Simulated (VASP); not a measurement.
Set up this calculation in VASP 6.6.1, as the native input.

* Task: single point
* Functional: PBEsol
* Potentials or basis: VASP PAW PBE potentials, release 64 (Co, Si)
* Cutoff: 520 eV
* k mesh: 3 × 3 × 3
* Occupations: fermi-dirac, width 0.3 eV
* Spin: no spin polarisation
* Dipole correction: no
* Further INCAR settings: ALGO = Normal; EDIFF = 1e-06; NBANDS = 46

The structure of CoSi2 lies in POSCAR:

```
CoSi2
1.0
    5.4529660000      0.0000000000      0.0000000000
    0.0000000000      5.4529660000      0.0000000000
    0.0000000000      0.0000000000      5.4529660000
Co Si
4 8
Direct
   -0.0046213382     -0.0291217660      0.0273795949
    0.4684789892      0.5079437502      0.0180635639
    0.5424204002      0.0343482795      0.4766947016
    0.0111498953      0.4716882519      0.4754293352
    0.2455360991      0.2524497677      0.2566493171
    0.7092837183      0.7605952430      0.7249082426
    0.7903405229      0.7410095717      0.2478651068
    0.2413365497      0.2109310786      0.7504356345
    0.7592748607      0.3014506234      0.6949245603
    0.2638380654      0.7475197901      0.3062553480
    0.2072816885      0.7368650382      0.8057816608
    0.7465295034      0.2809480198      0.2182481974
```

One way to write it, as run:

INCAR

```
SYSTEM = CoSi2
PREC = Accurate
ENCUT = 520
EDIFF = 1E-6
ISMEAR = -1
SIGMA = 0.3
LREAL = .FALSE.
LASPH = .TRUE.
NELM = 100
ALGO = Normal
ISIF = 2
LWAVE = .FALSE.
LCHARG = .FALSE.
GGA = PS
NBANDS = 46
```

KPOINTS

```
regular mesh
0
G
  3 3 3
  0 0 0
```

Potentials or basis: VASP PAW PBE potentials, release 64 (Co, Si).

The run is started by

```console
$ cat potpaw_PBE.64/Co/POTCAR potpaw_PBE.64/Si/POTCAR > POTCAR
$ mpirun -np 1 vasp_std > vasp.out
```

Results of the run:

```
Pressure               : -2.5 GPa
Largest force          : 3.819 eV/Å
Band gap on the k mesh : zero (band 34 reaches 9.88 eV, above the bottom of band 35 at 9.07 eV)
```

Caveat: the k points lie up to 0.38 Å⁻¹ apart; the PAW data sets were made with another functional, which shifts forces and pressure a little.

Wall time 2.6 min on 1 thread of Intel(R) Xeon(R) Platinum 8259CL CPU @ 2.50GHz (Skylake/Cascade Lake) (shared host), peak memory 0.29 GiB.
